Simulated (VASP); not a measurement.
Runs of VASP 6.6.1 on Te2I3. The structure is that of space group Pm-3m (No. 221), or close to it. The cells are those of the table. 

```csv
task,cell,k mesh,cutoff (eV),gap on the mesh (eV),pressure (GPa),relaxed volume (Å³/atom)
relaxation of cell and atoms,"relaxed from a = 5.930 Å, 5 atoms",4 × 4 × 4,600,none,0.0,(a)
single point,"a = 5.930 Å, 5 atoms",4 × 4 × 4,520,none,0.8,-
relaxation of cell and atoms,"relaxed from a = 5.973 Å, 5 atoms",6 × 6 × 6,600,none,0.0,42.91
single point,"a = 5.992 Å, 5 atoms",6 × 6 × 6,520,none,0.0,-
single point,"a = 5.973 Å, 5 atoms",4 × 4 × 4,520,none,0.2,-
```

Alike in all rows: level PBE; potentials or basis VASP PAW PBE potentials, release 64 (Te, I); no spin polarisation; smearing gaussian 0.1 eV.

Task: Fill in the values left out.

Result: (a) 42.92.

Caveats: spin-orbit coupling is left out, which moves the levels of the heavy elements; an odd number of electrons without spin polarisation forces a metal; a magnetic or distorted state may lie lower.

A k mesh can miss the band edges, and the runs leave out spin-orbit coupling on I, Te.

A gap of «none» marks levels without a gap at the run's occupations.
